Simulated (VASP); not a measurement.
Input of a VASP 6.6.1 run:

File INCAR:

```
PREC = Accurate
ENCUT = 520
EDIFF = 1E-7
ISMEAR = 0
SIGMA = 0.15
LREAL = F
LASPH = T
NELM = 80
ALGO = Normal
ISIF = 2
LWAVE = F
LCHARG = F
GGA = CA
NBANDS = 17
```

KPOINTS

```
regular mesh
0
Gamma
  18 18 10
```

File POSCAR:

```
Pt
1.0
    2.6629672301      0.0000000000      0.0000000000
   -1.3314836150      2.3061972707      0.0000000000
    0.0000000000      0.0000000000      4.5992849577
Pt
2
Direct
    0.6666666667      0.3333333333      0.7500000000
    0.3333333333      0.6666666667      0.2500000000
```

Potentials or basis: VASP PAW LDA potentials, release 64 (Pt).

Run with:

```bash
$ cat potpaw_LDA.64/Pt/POTCAR > POTCAR
$ mpirun -np 1 vasp_std > vasp.out
```

(1) Estimate the pressure.

(2) Estimate the band gap on the k mesh.

## Answers

(1) 18.5 GPa.

(2) zero (band 10 reaches 13.05 eV, above the bottom of band 11 at 11.49 eV).

Caveat: spin-orbit coupling is left out, which moves the levels of the heavy elements.
